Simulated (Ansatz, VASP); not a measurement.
**Two plane-wave programs on SrO**

```xyz
2
Lattice="0.0000 2.5663 2.5663 2.5663 0.0000 2.5663 2.5663 2.5663 0.0000" Properties=species:S:1:pos:R:3 pbc="T T T"
Sr    2.5663    2.5663    2.5663
O     0.0000    0.0000    0.0000
```

Alike in both runs: task single point; functional PBE-based global hybrid; k mesh 5 × 5 × 5; occupations fermi-dirac, width 0.05 eV; no spin polarisation.

|  | VASP | Ansatz |
| --- | --- | --- |
| version | VASP 6.6.1 | Ansatz 0.2.0 |
| potentials or method | VASP PAW PBE potentials, release 64 (Sr_sv, O) | Ansatz PAW |
| plane-wave cutoff (eV) | 520 | 420 |
| valence electrons in the cell | 16 | 16 |

|  | VASP | Ansatz | Ansatz less VASP |
| --- | --- | --- | --- |
| gap on the k mesh at the Fermi level (eV) | 4.78 | 4.82 | +0.040 |
| least direct gap on the mesh (eV) | 4.90 | 4.93 | +0.029 |
| pressure (GPa) | 2.5 | 2.0 | -0.53 |

VASP's potentials were made for PBE, not for PBE-based global hybrid. With one functional, cell and mesh, what is left measures potentials, basis and numerics.

The k mesh is coarse, so the values compare programs but aren't converged. Noted on Ansatz's run: odd divisions of the mesh miss points on the zone boundary, where band edges often lie, so the gap on the mesh can be too wide.
